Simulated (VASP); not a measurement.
A run of VASP 6.6.1 is set up as follows.

INCAR

```
PREC = Accurate
ENCUT = 520
EDIFF = 1E-6
ISMEAR = 0
SIGMA = 0.1
LREAL = False
LASPH = True
NELM = 80
ALGO = Normal
ISIF = 2
LWAVE = False
LCHARG = False
GGA = CA
NBANDS = 16
```

File KPOINTS:

```
regular mesh
0
Gamma
  9 9 6
```

File POSCAR:

```
TiB2
1.0
    2.9949342193      0.0000000029      0.0000000000
   -1.4974671121      2.5936891152      0.0000000000
    0.0000000000      0.0000000000      3.1572745920
Ti B
1 2
Direct
    0.0000000000      0.0000000000      0.0000000000
    0.3333333333      0.6666666667      0.5000000000
    0.6666666667      0.3333333333      0.5000000000
```

Potentials or basis: VASP PAW LDA potentials, release 64 (Ti_sv, B).

Run with:

```console
$ cat potpaw_LDA.64/Ti_sv/POTCAR potpaw_LDA.64/B/POTCAR > POTCAR
$ mpirun -np 1 vasp_std > vasp.out
```

Task: What does it give for the pressure?

Result: 0.6 GPa.

Task: Estimate the band gap on the k mesh.

Result: Zero (band 9 reaches 10.57 eV, above the bottom of band 10 at 10.17 eV).
